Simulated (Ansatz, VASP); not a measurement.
# Two plane-wave programs on P

```
P
1.0
     3.28437    0.00000    0.00000
     0.00000   34.87475    0.00000
     0.00000    0.00000    4.43691
P
4
Direct
  0.99662 0.96977 0.57942
  0.99308 0.03067 0.42341
  0.52164 0.02954 0.08728
  0.48865 0.97002 0.90989
```

Change from the starting cell: all atoms moved at random (sigma 0.06 Å a component).

Alike in both runs: task single point; functional PBEsol; k mesh 8 × 1 × 6; occupations gaussian, width 0.05 eV; no spin polarisation.

|  | VASP | Ansatz |
| --- | --- | --- |
| version | VASP 6.6.1 | Ansatz 0.2.0 |
| potentials or method | VASP PAW PBE potentials, release 64 (P), cutoff 520 eV | scalar-relativistic, plane waves, PAW |
| valence electrons in the cell | 20 | 20 |

```tsv
	VASP	Ansatz	Ansatz less VASP
gap on the k mesh at the Fermi level (eV)	0.74	0.73	-0.015
least direct gap on the mesh (eV)	0.74	0.73	-0.015
rms of the force components (eV/Å)	0.458	0.460	+0.0022
```

VASP's potentials were made for PBE, not for PBEsol. Atom by atom the forces differ by 0.013 eV/Å (rms over components). With one functional, cell and mesh, what is left measures potentials, basis and numerics.
